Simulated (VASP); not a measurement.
# C in VASP: notebook

The runs below take C through single point, with PBE+D3(BJ).

Program: VASP 6.6.1. These are calculated values, not measurements. Logs are shortened: lines on timing, memory, paths and dates and some standing lists are left out, and cuts for length are marked.

### Step 1. The cell of the first run

The cell holds a slab with vacuum, 8 atoms: a = 2.466 Å, b = 2.465 Å, c = 27.199 Å, α = 90.00°, β = 90.00°, γ = 120.01°.

### Step 2. Single point, PBE+D3(BJ)

File INCAR:

```
PREC = Accurate ; ENCUT = 520
EDIFF = 1E-6 ; ISMEAR = 0
SIGMA = 0.1 ; LREAL = False
LASPH = True ; NELM = 100
ALGO = Normal ; ISIF = 2
LWAVE = False ; LCHARG = False
LDIPOL = True ; IDIPOL = 3
DIPOL = 0.5 0.5 0.500 ; GGA = PE
IVDW = 12 ; NBANDS = 26
```

File KPOINTS:

```
Automatic mesh
0
Gamma
  12 12 1
```

File POSCAR:

```
C
1.0
    2.4655379958      0.0000000000      0.0000000000
   -1.2327689979      2.1341461202      0.0000000000
    0.0000000000      0.0000000000     27.1985170553
C
8
Direct
    0.0833101793      0.1666203587      0.3125170384
    0.4166898206      0.8333796413      0.3125170384
    0.5833101794      0.1666203587      0.4375066911
    0.9166898206      0.8333796413      0.4375066911
    0.0833101793      0.1666203587      0.5624933089
    0.4166898206      0.8333796413      0.5624933089
    0.5833101794      0.1666203587      0.6874829616
    0.9166898206      0.8333796413      0.6874829616
```

Potentials or basis: VASP PAW PBE potentials, release 64 (C).

Started as:

```
cat potpaw_PBE.64/C/POTCAR > POTCAR
mpirun -np 1 vasp_std > vasp.out
```

OUTCAR:

```text
PREC = Accurate
   ENCUT = 520
   EDIFF = 1E-6
   ISMEAR = 0
   LREAL = False
   LASPH = True
   NELM = 100
   ISIF = 2
   GGA = PE
   IVDW = 12
 IVDW          = 12

 ion  position               nearest neighbor table
   1  0.083  0.167  0.313-   2 1.42   2 1.42   2 1.42
   2  0.417  0.833  0.313-   1 1.42   1 1.42   1 1.42
   3  0.583  0.167  0.438-   4 1.42   4 1.42   4 1.42
   4  0.917  0.833  0.438-   3 1.42   3 1.42   3 1.42
   5  0.083  0.167  0.562-   6 1.42   6 1.42   6 1.42
   6  0.417  0.833  0.562-   5 1.42   5 1.42   5 1.42
   7  0.583  0.167  0.687-   8 1.42   8 1.42   8 1.42
   8  0.917  0.833  0.687-   7 1.42   7 1.42   7 1.42

  Warning from LATTYP: Monoclinic adjustment (A1->A3, A2->A1, A3->A2)!
  LATTYP: Found a base centered orthorhombic cell.
 ALAT       =     2.4655379958
 B/A-ratio  =     1.7311808813
 C/A-ratio  =    11.0314734965

  Lattice vectors:

 A1 = (   1.2327689979,  -2.1341461202,   0.0000000000)
 A2 = (   1.2327689979,   2.1341461202,   0.0000000000)
 A3 = (   0.0000000000,   0.0000000000,  27.1985170553)

Analysis of symmetry for initial positions (statically):
=====================================================================
 Subroutine PRICEL returns:
 Original cell was already a primitive cell.

 Routine SETGRP: Setting up the symmetry group for a
 base centered orthorhombic supercell.

 Subroutine GETGRP returns: Found  8 space group operations
 (whereof  4 operations were pure point group operations)
 out of a pool of  8 trial point group operations.

The static configuration has the point symmetry C_2h.
 The point group associated with its full space group is D_2h.

Analysis of symmetry for dynamics (positions and initial velocities):
=====================================================================
 Subroutine PRICEL returns:
 Original cell was already a primitive cell.

 Routine SETGRP: Setting up the symmetry group for a
 base centered orthorhombic supercell.

 Subroutine GETGRP returns: Found  8 space group operations
 (whereof  4 operations were pure point group operations)
 out of a pool of  8 trial point group operations.

The dynamic configuration has the point symmetry C_2h.
 The point group associated with its full space group is D_2h.

 Subroutine INISYM returns: Found  8 space group operations
 (whereof  4 operations are pure point group operations),
 and found     1 'primitive' translations

----------------------------------------------------------------------------------------

                                     Primitive cell

  volume of cell :     143.1137

  direct lattice vectors                    reciprocal lattice vectors
     2.465537996  0.000000000  0.000000000     0.405590991  0.234285739  0.000000000
    -1.232768998  2.134146120  0.000000000     0.000000000  0.468571477  0.000000000
     0.000000000  0.000000000 27.198517055     0.000000000  0.000000000  0.036766710

  length of vectors
     2.465537996  2.464609313 27.198517055     0.468394982  0.468571477  0.036766710

  position of ions in fractional coordinates (direct lattice)
     0.083310179  0.166620359  0.312517038
     0.416689821  0.833379641  0.312517038
     0.583310179  0.166620359  0.437506691
     0.916689821  0.833379641  0.437506691
     0.083310179  0.166620359  0.562493309
     0.416689821  0.833379641  0.562493309
     0.583310179  0.166620359  0.687482962
     0.916689821  0.833379641  0.687482962

  ion indices of the primitive-cell ions
   primitive index   ion index
                 1           1
                 2           2
                 3           3
                 4           4
                 5           5
                 6           6
                 7           7
                 8           8

----------------------------------------------------------------------------------------

 KPOINTS: Automatic mesh

Automatic generation of k-mesh.
 Grid dimensions read from file:
 generate k-points for:   12   12    1

 Generating k-lattice:

  Cartesian coordinates                     Fractional coordinates (reciprocal lattice)
     0.033799249  0.019523812  0.000000000     0.083333333  0.000000000  0.000000000
     0.000000000  0.039047623  0.000000000     0.000000000  0.083333333  0.000000000
     0.000000000  0.000000000  0.036766710     0.000000000  0.000000000  1.000000000

  Length of vectors
     0.039032915  0.039047623  0.036766710

  Shift w.r.t. Gamma in fractional coordinates (k-lattice)
     0.000000000  0.000000000  0.000000000

 Subroutine IBZKPT returns following result:
 ===========================================

 Found     43 irreducible k-points:

 Following reciprocal coordinates:
            Coordinates               Weight
  0.000000  0.000000  0.000000      1.000000
  0.083333 -0.000000  0.000000      4.000000
  0.166667  0.000000  0.000000      4.000000
  0.250000  0.000000  0.000000      4.000000
  0.333333  0.000000  0.000000      4.000000
  0.416667 -0.000000  0.000000      4.000000
[... 16 lines left out ...]
  0.333333  0.166667  0.000000      4.000000
  0.416667  0.166667  0.000000      4.000000
 [... further k-points ...]
   k-points           NKPTS =     43   k-points in BZ     NKDIM =     43   number of bands    NBANDS=     26
   number of dos      NEDOS =    301   number of ions     NIONS =      8
   total plane-waves  NPLWV =  68040
   dimension x,y,z NGX =    18 NGY =   18 NGZ =  210
   dimension x,y,z NGXF=    36 NGYF=   36 NGZF=  420
   ions per type =               8
   NGX,Y,Z   is equivalent  to a cutoff of  12.14, 12.14, 12.84 a.u.
   NGXF,Y,Z  is equivalent  to a cutoff of  24.27, 24.28, 25.67 a.u.
 SYSTEM =  unknown system
   PREC   = accura    normal or accurate (medium, high low for compatibility)
   ISTART =      0    job   : 0-new  1-cont  2-samecut
   ICHARG =      2    charge: 1-file 2-atom 10-const
   ISPIN  =      1    spin polarized calculation?
   LNONCOLLINEAR =      F non collinear calculations
   LSORBIT =      F    spin-orbit coupling
   LASPH  =      T    aspherical Exc in radial PAW
   ENCUT  =  520.0 eV  38.22 Ry    6.18 a.u.   4.58  4.58 50.57*2*pi/ulx,y,z
   NELM   =    100;   NELMIN=  2; NELMDL= -5     # of ELM steps
   EDIFF  = 0.1E-05   stopping-criterion for ELM
   LREAL  =      F    real-space projection
   EDIFFG = 0.1E-04   stopping-criterion for IOM
   NSW    =      0    number of steps for IOM
   IBRION =     -1    ionic relax: 0-MD 1-quasi-New 2-CG
   NFREE  =      0    steps in history (QN), initial steepest desc. (CG)
   ISIF   =      2    stress and relaxation
   ISYM   =      2    0-nonsym 1-usesym 2-fastsym
   POTIM  = 0.5000    time-step for ionic-motion
   TEBEG  =    0.0;   TEEND  =   0.0 temperature during run
   PSTRESS=    0.0 pullay stress
   NELECT =      32.0000    total number of electrons
   NUPDOWN=      -1.0000    fix difference up-down
   EMIN   =  10.00;   EMAX   =-10.00  energy-range for DOS
   EFERMI =   0.00;   METHOD = LEGACY
   ISMEAR =     0;   SIGMA  =   0.10  broadening in eV -4-tet -1-fermi 0-gaus
   EFERMI_NEDOS =   21; number of points for ismear=-14 and -15
   IALGO  =     38    algorithm
   IMIX   =      4    mixing-type and parameters
     AMIX     =   0.40;   BMIX     =  1.00
     AMIX_MAG =   1.60;   BMIX_MAG =  1.00
  volume/ion in A,a.u.               =      17.89       120.72
  Fermi-wavevector in a.u.,A,eV,Ry     =   0.993645  1.877716 13.433438  0.987330
  Thomas-Fermi vector in A             =   2.125541
   LORBIT       =      0    0 simple, 1 ext, 2 COOP (PROOUT), +10 PAW based schemes
   GGA     = PE    functional components
   LHFCALC =     F    Hartree Fock is set to
   AEXX    =    0.0000 exact exchange contribution
   IVDW    =    12    specifies the selected vdW correction
   LEPSILON=     F    determine dielectric tensor
   LRPA    =     F    only Hartree local field effects (RPA)
 non-spin polarized calculation
 Gauss-broadening in eV      SIGMA  =   0.10
  energy-cutoff  :      520.00
  volume of cell :      143.11
 maximum number of plane-waves:      3920
   NGX =  9   NGY =  9   NGZ =101

 dipolmoment           0.000000      0.000000     -0.000000 electrons x Angstroem

 number of electron      31.9999991 magnetization

 dipolmoment           0.000000      0.000000      0.000000 electrons x Angstroem

 Free energy of the ion-electron system (eV)
  ---------------------------------------------------
  ext. energy  EPLUGINS =         0.00000000
  ---------------------------------------------------
  free energy    TOTEN  =       -73.71786238 eV

  energy without entropy =      -73.71668606  energy(sigma->0) =      -73.71727422

 E-fermi :   0.1479     XC(G=0):  -5.4288

 val. band max:        0.0842361960   @ k =   0.3333   0.3333   0.0000
 cond. band min:       0.2135090002   @ k =   0.3333   0.3333   0.0000
 fundamental gap:      0.1292728041
 Fermi energy:         0.1478765377

 k-point     1 :       0.0000    0.0000    0.0000
  band No.  band energies     occupation
      1     -19.4732      2.00000
      2     -19.4093      2.00000
      3     -19.3255      2.00000
      4     -19.2538      2.00000
      5      -8.1655      2.00000
      6      -7.7492      2.00000
[... 18 lines left out ...]
     25       8.4882      0.00000
     26       8.5123      0.00000

 k-point     2 :       0.0833   -0.0000    0.0000
  band No.  band energies     occupation
      1     -19.3079      2.00000
      2     -19.2448      2.00000
      3     -19.1617      2.00000
      4     -19.0907      2.00000
      5      -7.9654      2.00000
      6      -7.5517      2.00000
[... 18 lines left out ...]
     25       8.5345      0.00000
[... 608 lines left out ...]
     25      10.2264      0.00000
     26      10.2958      0.00000

 k-point    24 :       0.4167    0.1667    0.0000
  band No.  band energies     occupation
      1     -13.7021      2.00000
      2     -13.7019      2.00000
      3     -13.6965      2.00000
      4     -13.6964      2.00000
      5     -12.6813      2.00000
      6     -12.6798      2.00000
[... 18 lines left out ...]
     25      11.5466      0.00000
     26      11.5649      0.00000

 [... further k-points ...]

------------------------ aborting loop because EDIFF is reached ----------------------------------------

 vacuum level on the upper side and lower side of the slab       (xc-potential included)        -0.254        -0.254

 Edisp (eV)   -1.08758

 E8    (eV) :    -0.3160

  FORCE on cell =-STRESS in cart. coord.  units (eV):
  Direction    XX          YY          ZZ          XY          YZ          ZX
  --------------------------------------------------------------------------------------
  -------------------------------------------------------------------------------------
  Total       0.37256     0.38549    -0.05759     0.00000     0.00000     0.00000
  in kB       4.17083     4.31559    -0.64477     0.00000     0.00000     0.00000
  external pressure =        2.61 kB  Pullay stress =        0.00 kB

 VOLUME and BASIS-vectors are now :
 -----------------------------------------------------------------------------
  energy-cutoff  :      520.00
  volume of cell :      143.11
      direct lattice vectors                 reciprocal lattice vectors
     2.465537996  0.000000000  0.000000000     0.405590991  0.234285739  0.000000000
    -1.232768998  2.134146120  0.000000000     0.000000000  0.468571477  0.000000000
     0.000000000  0.000000000 27.198517055     0.000000000  0.000000000  0.036766710

 POSITION                                       TOTAL-FORCE (eV/Angst)
 -----------------------------------------------------------------------------------
     -0.00000      0.35559      8.50000         0.000000      0.001009      0.001338
     -0.00000      1.77855      8.50000        -0.000000     -0.001009      0.001338
      1.23277      0.35559     11.89953         0.000000      0.001075     -0.001803
      1.23277      1.77855     11.89953        -0.000000     -0.001075     -0.001803
     -0.00000      0.35559     15.29898         0.000000      0.001075      0.001803
     -0.00000      1.77855     15.29898        -0.000000     -0.001075      0.001803
      1.23277      0.35559     18.69852         0.000000      0.001009     -0.001338
      1.23277      1.77855     18.69852        -0.000000     -0.001009     -0.001338
 -----------------------------------------------------------------------------------
    total drift:                                0.000000      0.000000     -0.000000

  FREE ENERGIE OF THE ION-ELECTRON SYSTEM (eV)
  ---------------------------------------------------
  free  energy   TOTEN  =       -74.8054467853 eV

  energy  without entropy=      -74.8042704644  energy(sigma->0) =      -74.80485862

 vacuum level on the upper side and lower side of the slab         4.308         4.308
```

Wall time 1.8 min (1 thread of AMD EPYC 9R45 (Zen 5), shared host); peak memory 0.27 GiB.

What came out:

```yaml
Free_energy: -74.8054 eV
Dispersion_energy_per_atom: -0.136 eV
```

Forces on the atoms (eV/Å):
```
C    0.000  0.001  0.001
C    0.000 -0.001  0.001
C    0.000  0.001 -0.002
C    0.000 -0.001 -0.002
C    0.000  0.001  0.002
C    0.000 -0.001  0.002
C    0.000  0.001 -0.001
C    0.000 -0.001 -0.001
```

### Step 3. Single point, PBE+D3(BJ)

INCAR is that of step 2.

KPOINTS is that of step 2.

File POSCAR:

```
C
1.0
    2.4655379952      0.0000000000      0.0000000000
   -1.2327689976      2.1341461203      0.0000000000
    0.0000000000      0.0000000000     27.1985166593
C
8
Direct
    0.0833101793      0.1666203586      0.3125170430
    0.4166898207      0.8333796414      0.3125170430
    0.5833101793      0.1666203586      0.4375066856
    0.9166898207      0.8333796414      0.4375066856
    0.0833101793      0.1666203586      0.5624933144
    0.4166898207      0.8333796414      0.5624933144
    0.5833101793      0.1666203586      0.6874829570
    0.9166898207      0.8333796414      0.6874829570
```

Potentials or basis: VASP PAW PBE potentials, release 64 (C).

Started as:

```
cat potpaw_PBE.64/C/POTCAR > POTCAR
mpirun -np 1 vasp_std > vasp.out
```

OUTCAR:

```text
PREC = Accurate
   ENCUT = 520
   EDIFF = 1E-6
   ISMEAR = 0
   LREAL = False
   LASPH = True
   NELM = 100
   ISIF = 2
   GGA = PE
   IVDW = 12
 IVDW          = 12

 ion  position               nearest neighbor table
   1  0.083  0.167  0.313-   2 1.42   2 1.42   2 1.42
   2  0.417  0.833  0.313-   1 1.42   1 1.42   1 1.42
   3  0.583  0.167  0.438-   4 1.42   4 1.42   4 1.42
   4  0.917  0.833  0.438-   3 1.42   3 1.42   3 1.42
   5  0.083  0.167  0.562-   6 1.42   6 1.42   6 1.42
   6  0.417  0.833  0.562-   5 1.42   5 1.42   5 1.42
   7  0.583  0.167  0.687-   8 1.42   8 1.42   8 1.42
   8  0.917  0.833  0.687-   7 1.42   7 1.42   7 1.42

  Warning from LATTYP: Monoclinic adjustment (A1->A3, A2->A1, A3->A2)!
  LATTYP: Found a base centered orthorhombic cell.
 ALAT       =     2.4655379952
 B/A-ratio  =     1.7311808818
 C/A-ratio  =    11.0314733386

  Lattice vectors:

 A1 = (   1.2327689976,  -2.1341461203,   0.0000000000)
 A2 = (   1.2327689976,   2.1341461203,   0.0000000000)
 A3 = (   0.0000000000,   0.0000000000,  27.1985166593)

Analysis of symmetry for initial positions (statically):
=====================================================================
 Subroutine PRICEL returns:
 Original cell was already a primitive cell.

 Routine SETGRP: Setting up the symmetry group for a
 base centered orthorhombic supercell.

 Subroutine GETGRP returns: Found  8 space group operations
 (whereof  4 operations were pure point group operations)
 out of a pool of  8 trial point group operations.

The static configuration has the point symmetry C_2h.
 The point group associated with its full space group is D_2h.

Analysis of symmetry for dynamics (positions and initial velocities):
=====================================================================
 Subroutine PRICEL returns:
 Original cell was already a primitive cell.

 Routine SETGRP: Setting up the symmetry group for a
 base centered orthorhombic supercell.

 Subroutine GETGRP returns: Found  8 space group operations
 (whereof  4 operations were pure point group operations)
[... 148 lines left out ...]
  energy-cutoff  :      520.00
  volume of cell :      143.11
 maximum number of plane-waves:      3920
   NGX =  9   NGY =  9   NGZ =101

 dipolmoment           0.000000      0.000000     -0.000000 electrons x Angstroem

 number of electron      31.9999991 magnetization

 dipolmoment           0.000000      0.000000      0.000000 electrons x Angstroem

 Free energy of the ion-electron system (eV)
  ---------------------------------------------------
  ext. energy  EPLUGINS =         0.00000000
  ---------------------------------------------------
  free energy    TOTEN  =       -73.71786234 eV

  energy without entropy =      -73.71668602  energy(sigma->0) =      -73.71727418

 E-fermi :   0.1479     XC(G=0):  -5.4288

 val. band max:        0.0842361784   @ k =   0.3333   0.3333   0.0000
 cond. band min:       0.2135091148   @ k =   0.3333   0.3333   0.0000
 fundamental gap:      0.1292729364
 Fermi energy:         0.1478765844

 k-point     1 :       0.0000    0.0000    0.0000
  band No.  band energies     occupation
      1     -19.4732      2.00000
      2     -19.4093      2.00000
      3     -19.3255      2.00000
      4     -19.2538      2.00000
      5      -8.1655      2.00000
      6      -7.7492      2.00000
[... 685 lines left out ...]
     25      11.5466      0.00000
     26      11.5649      0.00000

 [... further k-points ...]

------------------------ aborting loop because EDIFF is reached ----------------------------------------

 vacuum level on the upper side and lower side of the slab       (xc-potential included)        -0.254        -0.254

 Edisp (eV)   -1.08758

 E8    (eV) :    -0.3160

  FORCE on cell =-STRESS in cart. coord.  units (eV):
  Direction    XX          YY          ZZ          XY          YZ          ZX
  --------------------------------------------------------------------------------------
  -------------------------------------------------------------------------------------
  Total       0.37256     0.38549    -0.05759     0.00000    -0.00000     0.00000
  in kB       4.17083     4.31559    -0.64476     0.00000    -0.00000     0.00000
  external pressure =        2.61 kB  Pullay stress =        0.00 kB

 VOLUME and BASIS-vectors are now :
 -----------------------------------------------------------------------------
  energy-cutoff  :      520.00
  volume of cell :      143.11
      direct lattice vectors                 reciprocal lattice vectors
     2.465537995  0.000000000  0.000000000     0.405590991  0.234285739  0.000000000
    -1.232768998  2.134146120  0.000000000     0.000000000  0.468571477  0.000000000
     0.000000000  0.000000000 27.198516659     0.000000000  0.000000000  0.036766711

 POSITION                                       TOTAL-FORCE (eV/Angst)
 -----------------------------------------------------------------------------------
      0.00000      0.35559      8.50000         0.000000      0.001009      0.001338
      0.00000      1.77855      8.50000         0.000000     -0.001009      0.001338
      1.23277      0.35559     11.89953        -0.000000      0.001075     -0.001803
      1.23277      1.77855     11.89953         0.000000     -0.001075     -0.001803
      0.00000      0.35559     15.29898        -0.000000      0.001075      0.001803
      0.00000      1.77855     15.29898         0.000000     -0.001075      0.001803
      1.23277      0.35559     18.69852         0.000000      0.001009     -0.001338
      1.23277      1.77855     18.69852         0.000000     -0.001009     -0.001338
 -----------------------------------------------------------------------------------
    total drift:                               -0.000000      0.000000     -0.000000

  FREE ENERGIE OF THE ION-ELECTRON SYSTEM (eV)
  ---------------------------------------------------
  free  energy   TOTEN  =       -74.8054467848 eV

  energy  without entropy=      -74.8042704652  energy(sigma->0) =      -74.80485863

 vacuum level on the upper side and lower side of the slab         4.308         4.308
```

It took 2.1 min on 1 thread of AMD EPYC 9R45 (Zen 5), shared host; peak memory 0.27 GiB.

Results:

- Free energy: -74.8054 eV
- Dispersion energy per atom: -0.136 eV

Forces in eV/Å, atoms in the order of the input:
```
C    0.000  0.001  0.001
C    0.000 -0.001  0.001
C    0.000  0.001 -0.002
C    0.000 -0.001 -0.002
C    0.000  0.001  0.002
C    0.000 -0.001  0.002
C    0.000  0.001 -0.001
C    0.000 -0.001 -0.001
```
